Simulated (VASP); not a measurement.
Here is a VASP 6.6.1 calculation.

The input INCAR:

```
SYSTEM = WSe2
PREC = Accurate
ENCUT = 520
EDIFF = 1E-7
ISMEAR = 0
SIGMA = 0.05
LREAL = .FALSE.
LASPH = .TRUE.
NELM = 100
ALGO = Normal
ISIF = 2
LWAVE = .FALSE.
LCHARG = .FALSE.
GGA = PS
NBANDS = 35
```

File KPOINTS:

```
Automatic mesh
0
G
  9 9 2
  0 0 0
```

Contents of POSCAR:

```
WSe2
1.0
    3.2705808386      0.0000000000      0.0000000000
   -1.6352904193      2.8324060913      0.0000000000
    0.0000000000      0.0000000000     23.9869951139
W Se
2 4
Direct
    0.4974918236      0.3333333333      0.1030200584
    0.3333333333      0.6666666667      0.8623778584
    0.3333333333      0.6666666667      0.2073407565
    0.6666666667      0.3333333333      0.9321940382
    0.3333333333      0.6666666667      0.0678059618
    0.6666666667      0.3333333333      0.7926592435
```

Potentials or basis: VASP PAW PBE potentials, release 64 (W_sv, Se).

Command:

```console
$ cat potpaw_PBE.64/W_sv/POTCAR potpaw_PBE.64/Se/POTCAR > POTCAR
$ mpirun -np 1 vasp_std > vasp.out
```

(1) What does it give for the largest force?

(2) What does it give for the band gap on the k mesh?

Results:

(1) 51.204 eV/Å.

(2) zero (bands 26 and 27 overlap by 1.95 eV).

Caveat: the cell differs from its parent crystal (atom 1 (W) moved by -0.553 Å along [1 0 0] and -0.830 Å along [0 0 1]); atoms lie so close that the PAW spheres overlap strongly, which falsifies energies and pressures; the PAW data sets were made with another functional, which shifts forces and pressure a little; spin-orbit coupling is left out, which moves the levels of the heavy elements.
